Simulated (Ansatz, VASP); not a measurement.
Two plane-wave programs on Nb

```xyz
1
Lattice="-1.6363 1.6363 1.6363 1.6363 -1.6363 1.6363 1.6363 1.6363 -1.6363" Properties=species:S:1:pos:R:3 pbc="T T T"
Nb    0.0000    0.0000    0.0000
```

Alike in both runs: functional PBEsol; k mesh 18 × 18 × 18; occupations fermi-dirac, width 0.05 eV; no spin polarisation.

Ansatz relaxed the structure, and its values are those at the end. VASP's run is a single point on that final structure, the one shown.

|  | VASP | Ansatz |
| --- | --- | --- |
| version | VASP 6.6.1 | Ansatz 0.2.0 |
| potentials or method | VASP PAW PBE potentials, release 64 (Nb_sv) | PAW with Ansatz's default frozen-core files, scalar-relativistic |
| plane-wave cutoff (eV) | 520 | 420 |
| valence electrons in the cell | 13 | 13 |

|  | VASP | Ansatz | Ansatz less VASP |
| --- | --- | --- | --- |
| pressure (GPa) | -0.3 | 0.0 | +0.28 |

VASP's potentials were made for PBE, not for PBEsol. The functional is the same, so the differences come from potentials, cutoffs and numerics.
